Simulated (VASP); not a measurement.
Here is a VASP 6.6.1 calculation.

Contents of INCAR:

```
SYSTEM = CdS
  ALGO = Normal
  EDIFF = 1E-7
  ENCUT = 520
  GGA = CA
  ISIF = 2
  ISMEAR = 0
  LASPH = .True.
  LCHARG = .True.
  LELF = .True.
  LREAL = .False.
  LVHAR = .True.
  LWAVE = .False.
  NBANDS = 26
  NELM = 100
  PREC = Accurate
  SIGMA = 0.1
```

The input KPOINTS:

```
k-points
0
Gamma
  6 6 4
  0 0 0
```

POSCAR

```
CdS
1.0
    4.1688381000      0.0000000000      0.0000000000
   -2.0844190500      3.6103197000      0.0000000000
    0.0000000000      0.0000000000      6.7796174100
Cd S
2 2
Direct
    0.6666666700      0.3333333300      0.5002243700
    0.3333333300      0.6666666700      0.0002243700
    0.6666666700      0.3333333300      0.8767756300
    0.3333333300      0.6666666700      0.3767756300
```

Potentials or basis: VASP PAW LDA potentials, release 64 (Cd, S).

The run is started by

```bash
$ cat potpaw_LDA.64/Cd/POTCAR potpaw_LDA.64/S/POTCAR > POTCAR
$ mpirun -np 1 vasp_std > vasp.out
```

**Question.** What does it give for the pressure?

**Answer.** -3.5 GPa.

**Question.** Predict the band gap on the k mesh.

**Answer.** 0.90 eV, direct.

Forces on the atoms (eV/Å):
```
Cd   0.000  0.000 -0.002
Cd   0.000  0.000 -0.002
S    0.000  0.000  0.002
S    0.000  0.000  0.002
```

LDA gaps usually lie below the measured ones, often by a third to a half.
